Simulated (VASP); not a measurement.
Crystal: AlO4.

```
Al O
1.0
     0.00000    3.94915    3.94915
     3.94915    0.00000    3.94915
     3.94915    3.94915    0.00000
Al O
2 8
Direct
  0.50000 0.50000 0.50000
  0.25000 0.25000 0.25000
  0.41742 0.08258 0.08258
  0.08258 0.41742 0.41742
  0.08258 0.41742 0.08258
  0.41742 0.08258 0.41742
  0.08258 0.08258 0.41742
  0.41742 0.41742 0.08258
  0.00000 0.00000 0.00000
  0.75000 0.75000 0.75000
```

The cell was built from a structure type or drawn by symmetry, and may not be a known phase.

| Property | Result |
| --- | --- |
| Program | VASP 6.6.1 |
| Task | relaxation of cell and atoms |
| Functional | PBE |
| Potentials or basis | VASP PAW PBE potentials, release 64 (Al, O) |
| Cutoff | 600 eV |
| k mesh | 4 × 4 × 4 |
| Occupations | gaussian, width 0.1 eV |
| Spin | no spin polarisation |

At the start: pressure 109.9 GPa; volume 12.32 Å³/atom.

Task: Where does the relaxation end?

Result: Over 21 steps the energy falls by 3878.2 meV/atom and the volume is 9.34 Å³/atom (-24.2 %); space group F-43m (No. 216, to 0.1 Å) before and after.

The path:
| step | energy change (eV) | largest force (eV/Å) | pressure (GPa) | volume (Å³) |
| --- | --- | --- | --- | --- |
| 1 | 0.0000 | 33.9726 | 109.92 | 123.18 |
| 2 | -7.3397 | 8.6734 | -7.80 | 343.61 |
| 3 | -17.6855 | 0.6341 | -12.12 | 288.71 |
| 4 | -18.9658 | 0.0272 | -12.11 | 273.97 |
| 5 | -21.7106 | 0.4884 | -12.93 | 229.04 |
| 6 | -29.1452 | 1.1087 | -21.84 | 170.68 |
| 7 | -33.6069 | 0.0929 | -18.81 | 145.64 |
| 8 | -34.1245 | 1.9986 | -9.40 | 134.10 |
| 9 | -34.2084 | 1.1371 | -13.36 | 137.66 |
| 10 | -34.2138 | 1.3087 | -12.57 | 136.87 |
| 11 | -35.9880 | 1.8095 | -11.70 | 120.90 |
| 12 | -37.7751 | 0.6230 | 28.78 | 80.54 |
| 13 | -38.0876 | 2.3841 | -1.14 | 98.27 |
| 14 | -38.4052 | 2.0850 | 6.72 | 91.31 |
| 15 | -38.4111 | 1.8875 | 10.46 | 88.93 |
| 16 | -37.6038 | 3.6407 | 13.76 | 86.22 |
| 17 | -38.6331 | 0.1875 | 9.50 | 88.02 |
| 18 | -38.7814 | 0.0729 | -0.51 | 93.70 |
| 19 | -38.7820 | 0.0793 | 0.06 | 93.33 |
| 20 | -38.7819 | 0.0773 | -0.12 | 93.44 |
| 21 | -38.7825 | 0.0198 | -0.16 | 93.41 |

Final structure:
```xyz
10
Lattice="0.0000 3.6012 3.6012 3.6012 0.0000 3.6012 3.6012 3.6012 0.0000" Properties=species:S:1:pos:R:3 pbc="T T T"
Al    3.6012    3.6012    3.6012
Al    1.8006    1.8006    1.8006
O     7.1768    5.4018    5.4018
O     3.6269    5.4018    5.4018
O     5.4018    7.1768    5.4018
O     5.4018    3.6269    5.4018
O     5.4018    5.4018    7.1768
O     5.4018    5.4018    3.6269
O     0.0000    0.0000    0.0000
O     5.4018    5.4018    5.4018
```

Caveat: the volume moved by over 15 % at a fixed basis, so the end points are rough.
